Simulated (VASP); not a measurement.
# ScSi2 (Cmmm) in VASP: single point with PBE

Aim: the single point of ScSi2 with PBE.

Everything below comes from runs of VASP 6.6.1. Logs are shortened: lines on timing, memory, paths and dates and some standing lists are left out, and cuts for length are marked.

**1. The cell of the first run**

The structure is orthorhombic, space group Cmmm (No. 65). The conventional cell has a = 3.660 Å, b = 6.339 Å, c = 3.870 Å, α = 90.00°, β = 90.00°, γ = 90.00°. Sc (site symmetry mmm) has 12 Si at 2.84 to 2.91 Å and 6 Sc at 3.66 Å within 3.7 Å. Si (site symmetry m2m) has 3 Si at 1.99 to 2.18 Å within 2.6 Å.

**2. Single point, PBE (shortest bond scaled by 0.94)**

INCAR

```
SYSTEM = ScSi2
PREC = Accurate ; ENCUT = 520
EDIFF = 1E-6 ; ISMEAR = -1
SIGMA = 0.05 ; LREAL = .False.
LASPH = .True. ; NELM = 100
ALGO = Normal ; ISIF = 2
LWAVE = .False. ; LCHARG = .True.
GGA = PE ; LELF = .True.
LVHAR = .True. ; NBANDS = 16
```

KPOINTS

```
regular mesh
0
Gamma
  10 10 8
  0 0 0
```

POSCAR

```
ScSi2
1.0
    3.6600000000      0.0000000000      0.0000000000
   -1.8300000000      3.1696529779      0.0000000000
    0.0000000000      0.0000000000      3.8700000000
Sc Si
1 2
Direct
    0.0000000000      0.0000000000      0.0000000000
    0.3133333333      0.6566666667      0.5000000000
    0.6866666667      0.3433333333      0.5000000000
```

Potentials or basis: VASP PAW PBE potentials, release 64 (Sc_sv, Si).

Run with:

```console
$ cat potpaw_PBE.64/Sc_sv/POTCAR potpaw_PBE.64/Si/POTCAR > POTCAR
$ mpirun -np 1 vasp_std > vasp.out
```

OUTCAR:

```text
SYSTEM = ScSi2
   PREC = Accurate
   ENCUT = 520
   EDIFF = 1E-6
   ISMEAR = -1
   LREAL = .False.
   LASPH = .True.
   NELM = 100
   ISIF = 2
   GGA = PE

 ion  position               nearest neighbor table
   1  0.000  0.000  0.000-   2 2.84   3 2.84   2 2.84   3 2.84   2 2.84   2 2.84   3 2.84   3 2.84
                             3 2.91   3 2.91   2 2.91   2 2.91
   2  0.313  0.657  0.500-   3 1.99   3 2.18   3 2.18   1 2.84   1 2.84   1 2.84   1 2.84   1 2.91
                             1 2.91
   3  0.687  0.343  0.500-   2 1.99   2 2.18   2 2.18   1 2.84   1 2.84   1 2.84   1 2.84   1 2.91
                             1 2.91

  LATTYP: Found a hexagonal cell.
 ALAT       =     3.6600000000
 C/A-ratio  =     1.0573770492

  Lattice vectors:

 A1 = (   3.6600000000,   0.0000000000,   0.0000000000)
 A2 = (  -1.8300000000,   3.1696529779,   0.0000000000)
 A3 = (   0.0000000000,   0.0000000000,   3.8700000000)

Analysis of symmetry for initial positions (statically):
=====================================================================
 Subroutine PRICEL returns:
 Original cell was already a primitive cell.

 Routine SETGRP: Setting up the symmetry group for a
 hexagonal supercell.

 Subroutine GETGRP returns: Found  8 space group operations
 (whereof  8 operations were pure point group operations)
 out of a pool of 24 trial point group operations.

The static configuration has the point symmetry D_2h.

Analysis of symmetry for dynamics (positions and initial velocities):
=====================================================================
 Subroutine PRICEL returns:
 Original cell was already a primitive cell.

 Routine SETGRP: Setting up the symmetry group for a
 hexagonal supercell.

 Subroutine GETGRP returns: Found  8 space group operations
 (whereof  8 operations were pure point group operations)
 out of a pool of 24 trial point group operations.

The dynamic configuration has the point symmetry D_2h.

 Subroutine INISYM returns: Found  8 space group operations
 (whereof  8 operations are pure point group operations),
 and found     1 'primitive' translations

----------------------------------------------------------------------------------------

                                     Primitive cell

  volume of cell :      44.8956

  direct lattice vectors                    reciprocal lattice vectors
     3.660000000  0.000000000  0.000000000     0.273224044  0.157745975  0.000000000
    -1.830000000  3.169652978  0.000000000     0.000000000  0.315491950  0.000000000
     0.000000000  0.000000000  3.870000000     0.000000000  0.000000000  0.258397933

  length of vectors
     3.660000000  3.660000000  3.870000000     0.315491950  0.315491950  0.258397933

  position of ions in fractional coordinates (direct lattice)
     0.000000000  0.000000000  0.000000000
     0.313333333  0.656666667  0.500000000
     0.686666667  0.343333333  0.500000000

  ion indices of the primitive-cell ions
   primitive index   ion index
                 1           1
                 2           2
                 3           3

----------------------------------------------------------------------------------------

 KPOINTS: regular mesh

Automatic generation of k-mesh.
 Grid dimensions read from file:
 generate k-points for:   10   10    8

 Generating k-lattice:

  Cartesian coordinates                     Fractional coordinates (reciprocal lattice)
     0.027322404  0.015774598  0.000000000     0.100000000  0.000000000  0.000000000
     0.000000000  0.031549195  0.000000000     0.000000000  0.100000000  0.000000000
     0.000000000  0.000000000  0.032299742     0.000000000  0.000000000  0.125000000

  Length of vectors
     0.031549195  0.031549195  0.032299742

  Shift w.r.t. Gamma in fractional coordinates (k-lattice)
     0.000000000  0.000000000  0.000000000

 Subroutine IBZKPT returns following result:
 ===========================================

 Found    155 irreducible k-points:

 Following reciprocal coordinates:
            Coordinates               Weight
  0.000000  0.000000  0.000000      1.000000
  0.100000 -0.000000  0.000000      2.000000
  0.000000  0.100000  0.000000      4.000000
  0.200000 -0.000000  0.000000      2.000000
  0.000000  0.200000  0.000000      4.000000
  0.300000 -0.000000  0.000000      2.000000
[... 16 lines left out ...]
  0.200000  0.200000  0.000000      4.000000
 -0.200000  0.400000  0.000000      2.000000
 [... further k-points ...]
   k-points           NKPTS =    155   k-points in BZ     NKDIM =    155   number of bands    NBANDS=     16
   number of dos      NEDOS =    301   number of ions     NIONS =      3
   total plane-waves  NPLWV =  23520
   dimension x,y,z NGX =    28 NGY =   28 NGZ =   30
   dimension x,y,z NGXF=    56 NGYF=   56 NGZF=   60
   ions per type =               1   2
   NGX,Y,Z   is equivalent  to a cutoff of  12.72, 12.72, 12.89 a.u.
   NGXF,Y,Z  is equivalent  to a cutoff of  25.44, 25.44, 25.77 a.u.
 SYSTEM =  ScSi2
   PREC   = accura    normal or accurate (medium, high low for compatibility)
   ISTART =      0    job   : 0-new  1-cont  2-samecut
   ICHARG =      2    charge: 1-file 2-atom 10-const
   ISPIN  =      1    spin polarized calculation?
   LNONCOLLINEAR =      F non collinear calculations
   LSORBIT =      F    spin-orbit coupling
   LASPH  =      T    aspherical Exc in radial PAW
   ENCUT  =  520.0 eV  38.22 Ry    6.18 a.u.   6.81  6.81  7.20*2*pi/ulx,y,z
   NELM   =    100;   NELMIN=  2; NELMDL= -5     # of ELM steps
   EDIFF  = 0.1E-05   stopping-criterion for ELM
   LREAL  =      F    real-space projection
   EDIFFG = 0.1E-04   stopping-criterion for IOM
   NSW    =      0    number of steps for IOM
   IBRION =     -1    ionic relax: 0-MD 1-quasi-New 2-CG
   NFREE  =      0    steps in history (QN), initial steepest desc. (CG)
   ISIF   =      2    stress and relaxation
   ISYM   =      2    0-nonsym 1-usesym 2-fastsym
   POTIM  = 0.5000    time-step for ionic-motion
   TEBEG  =    0.0;   TEEND  =   0.0 temperature during run
   PSTRESS=    0.0 pullay stress
   NELECT =      19.0000    total number of electrons
   NUPDOWN=      -1.0000    fix difference up-down
   EMIN   =  10.00;   EMAX   =-10.00  energy-range for DOS
   EFERMI =   0.00;   METHOD = LEGACY
   ISMEAR =    -1;   SIGMA  =   0.05  broadening in eV -4-tet -1-fermi 0-gaus
   EFERMI_NEDOS =   21; number of points for ismear=-14 and -15
   IALGO  =     38    algorithm
   IMIX   =      4    mixing-type and parameters
     AMIX     =   0.40;   BMIX     =  1.00
     AMIX_MAG =   1.60;   BMIX_MAG =  1.00
  volume/ion in A,a.u.               =      14.97       100.99
  Fermi-wavevector in a.u.,A,eV,Ry     =   1.229112  2.322685 20.554542  1.510716
  Thomas-Fermi vector in A             =   2.364012
   LORBIT       =      0    0 simple, 1 ext, 2 COOP (PROOUT), +10 PAW based schemes
   GGA     = PE    functional components
   LHFCALC =     F    Hartree Fock is set to
   AEXX    =    0.0000 exact exchange contribution
   IVDW    =     0    specifies the selected vdW correction
   LEPSILON=     F    determine dielectric tensor
   LRPA    =     F    only Hartree local field effects (RPA)
 non-spin polarized calculation
  energy-cutoff  :      520.00
  volume of cell :       44.90
 maximum number of plane-waves:      1220
   NGX = 13   NGY = 13   NGZ = 15

 number of electron      19.0000001 magnetization

 Free energy of the ion-electron system (eV)
  ---------------------------------------------------
  ext. energy  EPLUGINS =         0.00000000
  ---------------------------------------------------
  free energy    TOTEN  =       -17.12075127 eV

  energy without entropy =      -17.10429553  energy(sigma->0) =      -17.11252340

 E-fermi :   9.2048     XC(G=0): -11.2348

 val. band max:        9.2027149120   @ k =   0.1000   0.1000   0.1250
 cond. band min:       9.2199015814   @ k =   0.5000   0.3000   0.1250
 fundamental gap:      0.0171866694
 Fermi energy:         9.2048162074

 k-point     1 :       0.0000    0.0000    0.0000
  band No.  band energies     occupation
      1     -40.3717      2.00000
      2     -19.0734      2.00000
      3     -19.0153      2.00000
      4     -18.9945      2.00000
      5      -4.6474      2.00000
      6       5.4109      2.00000
[... 8 lines left out ...]
     15      11.7739      0.00000
     16      12.0109      0.00000

 k-point     2 :       0.1000   -0.0000    0.0000
  band No.  band energies     occupation
      1     -40.3707      2.00000
      2     -19.0715      2.00000
      3     -19.0181      2.00000
      4     -19.0066      2.00000
      5      -4.5011      2.00000
      6       4.7099      2.00000
[... 8 lines left out ...]
     15      11.8494      0.00000
     16      12.2995      0.00000

 k-point     3 :       0.0000    0.1000    0.0000
  band No.  band energies     occupation
      1     -40.3706      2.00000
      2     -19.0714      2.00000
      3     -19.0261      2.00000
      4     -18.9989      2.00000
      5      -4.5025      2.00000
      6       4.9891      2.00000
[... 8 lines left out ...]
     15      11.9621      0.00000
     16      12.3040      0.00000

 k-point     4 :       0.2000   -0.0000    0.0000
  band No.  band energies     occupation
      1     -40.3680      2.00000
      2     -19.0664      2.00000
      3     -19.0383      2.00000
      4     -19.0253      2.00000
      5      -4.0677      2.00000
      6       3.2658      2.00000
[... 8 lines left out ...]
     15      12.8673      0.00000
     16      13.1654      0.00000

 k-point     5 :       0.0000    0.2000    0.0000
  band No.  band energies     occupation
      1     -40.3680      2.00000
      2     -19.0662      2.00000
      3     -19.0568      2.00000
      4     -19.0079      2.00000
      5      -4.0752      2.00000
      6       3.5776      2.00000
[... 8 lines left out ...]
     15      12.9880      0.00000
     16      13.2697      0.00000

 k-point     6 :       0.3000   -0.0000    0.0000
  band No.  band energies     occupation
      1     -40.3647      2.00000
      2     -19.0770      2.00000
      3     -19.0601      2.00000
      4     -19.0343      2.00000
      5      -3.3631      2.00000
      6       1.6861      2.00000
[... 8 lines left out ...]
     15      14.1754      0.00000
     16      14.1853      0.00000
[... 267 lines left out ...]
 k-point    21 :      -0.1000    0.5000    0.0000
  band No.  band energies     occupation
      1     -40.3610      2.00000
      2     -19.1335      2.00000
      3     -19.0525      2.00000
      4     -19.0338      2.00000
      5      -1.9938      2.00000
      6       0.0140      2.00000
[... 8 lines left out ...]
     15      12.9919      0.00000
     16      14.6834      0.00000

 k-point    22 :       0.5000    0.4000    0.0000
  band No.  band energies     occupation
      1     -40.3610      2.00000
      2     -19.1315      2.00000
      3     -19.0525      2.00000
      4     -19.0355      2.00000
      5      -1.9727      2.00000
      6      -0.0390      2.00000
[... 8 lines left out ...]
     15      12.9697      0.00000
     16      14.5992      0.00000

 k-point    23 :       0.2000    0.2000    0.0000
  band No.  band energies     occupation
      1     -40.3632      2.00000
      2     -19.0911      2.00000
      3     -19.0570      2.00000
      4     -19.0434      2.00000
      5      -2.9675      2.00000
      6       1.5002      2.00000
[... 8 lines left out ...]
     15      13.4252      0.00000
     16      13.7802      0.00000

 k-point    24 :      -0.2000    0.4000    0.0000
  band No.  band energies     occupation
      1     -40.3631      2.00000
      2     -19.1073      2.00000
      3     -19.0566      2.00000
      4     -19.0289      2.00000
      5      -3.0018      2.00000
      6       1.9137      2.00000
[... 8 lines left out ...]
     15      13.8504      0.00000
     16      13.8813      0.00000

 [... further k-points ...]

------------------------ aborting loop because EDIFF is reached ----------------------------------------

  FORCE on cell =-STRESS in cart. coord.  units (eV):
  Direction    XX          YY          ZZ          XY          YZ          ZX
  --------------------------------------------------------------------------------------
  -------------------------------------------------------------------------------------
  Total       13.0221063      9.2353988      0.3406375      3.2793849      0.0000000      0.0000000
  in kB      464.7164542    329.5812272     12.1562411    117.0305396      0.0000000      0.0000000
  external PRESSURE =     268.8179742 kB  Pullay stress =       0.0000000 kB

 VOLUME and BASIS-vectors are now :
 -----------------------------------------------------------------------------
  energy-cutoff  :      520.00
  volume of cell :       44.90
      direct lattice vectors                 reciprocal lattice vectors
     3.660000000  0.000000000  0.000000000     0.273224044  0.157745975  0.000000000
    -1.830000000  3.169652978  0.000000000     0.000000000  0.315491950  0.000000000
     0.000000000  0.000000000  3.870000000     0.000000000  0.000000000  0.258397933

 POSITION                                       TOTAL-FORCE (eV/Angst)
 -----------------------------------------------------------------------------------
      0.00000      0.00000      0.00000         0.000000      0.000000      0.000000
     -0.05490      2.08141      1.93500         3.282350      1.895066      0.000000
      1.88490      1.08825      1.93500        -3.282350     -1.895066     -0.000000
 -----------------------------------------------------------------------------------
    total drift:                                0.000000     -0.000000      0.000000

  FREE ENERGIE OF THE ION-ELECTRON SYSTEM (eV)
  ---------------------------------------------------
  free  energy   TOTEN  =       -17.1207512738 eV

  energy  without entropy=      -17.1042955328  energy(sigma->0) =      -17.11252340
```

Wall time 96 s (1 thread of Intel Xeon Platinum 8259CL at 2.50GHz (Skylake/Cascade Lake), shared host); peak memory 0.23 GiB.

What came out:

| Property | Result |
| --- | --- |
| Free energy | -17.1208 eV |
| Pressure | 26.9 GPa |
| Largest force | 3.790 eV/Å |

Forces in eV/Å, atoms in the order of the input:
```
Sc   0.000  0.000  0.000
Si   3.282  1.895  0.000
Si  -3.282 -1.895  0.000
```

Levels at points of the mesh, in eV from the Fermi level:
```
           k point  band 6  band 7  band 8  band 9  band 10  band 11  band 12  band 13  band 14  band 15
(0.00, 0.00, 0.00)   -3.79   -3.56   -3.04   -2.07     0.63     1.19     1.55     1.58     1.75     2.57
(0.50, 0.00, 0.00)  -10.21   -4.28   -2.96   -2.62    -0.02     0.73     2.12     2.47     2.84     3.12
(0.00, 0.50, 0.00)   -9.55   -4.55   -3.35   -2.82     0.77     0.82     2.30     2.50     2.61     3.07
(0.00, 0.00, 0.50)   -7.33   -3.00   -2.07   -1.42    -0.80     0.26     0.40     1.73     2.63     4.26
(0.50, 0.00, 0.50)   -9.33   -4.81   -4.14   -4.08    -0.14     2.02     2.67     3.20     3.36     3.37
(0.00, 0.50, 0.50)   -8.60   -4.97   -4.40   -3.66    -0.44     1.99     2.68     3.05     3.27     3.31
```

Caveat: the cell differs from its parent crystal (shortest bond scaled by 0.94); forces of over 1 eV/Å act on the atoms, so gaps and moduli don't describe the material at rest.
